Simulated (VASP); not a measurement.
Here is a VASP 6.6.1 calculation.

Contents of INCAR:

```
SYSTEM = SnGeTe2
  PREC = Accurate
  ENCUT = 520
  EDIFF = 1E-7
  ISMEAR = 0
  SIGMA = 0.1
  LREAL = .False.
  LASPH = .True.
  NELM = 100
  ALGO = Normal
  ISIF = 2
  LWAVE = .False.
  LCHARG = .False.
  GGA = PE
  NBANDS = 28
```

The input KPOINTS:

```
regular mesh
0
Gamma
  4 4 4
  0 0 0
```

The input POSCAR:

```
SnGeTe2
1.0
    4.4029257000      0.0000000000      0.0000000000
    0.0000000000      4.4029257000      0.0000000000
    0.0000000000      0.0000000000      6.2241836000
Sn Ge Te
1 1 2
Direct
    0.5000000000      0.5000000000      0.5000000000
    0.0000000000      0.0000000000      0.0000000000
    0.0000000000      0.0000000000      0.5000000000
    0.5000000000      0.5000000000      0.0000000000
```

Potentials or basis: VASP PAW PBE potentials, release 64 (Sn_d, Ge_d, Te).

Launch:

```sh
$ cat potpaw_PBE.64/Sn_d/POTCAR potpaw_PBE.64/Ge_d/POTCAR potpaw_PBE.64/Te/POTCAR > POTCAR
$ mpirun -np 1 vasp_std > vasp.out
```

(1) What does it give for the pressure?

## Answers

(1) -0.3 GPa.
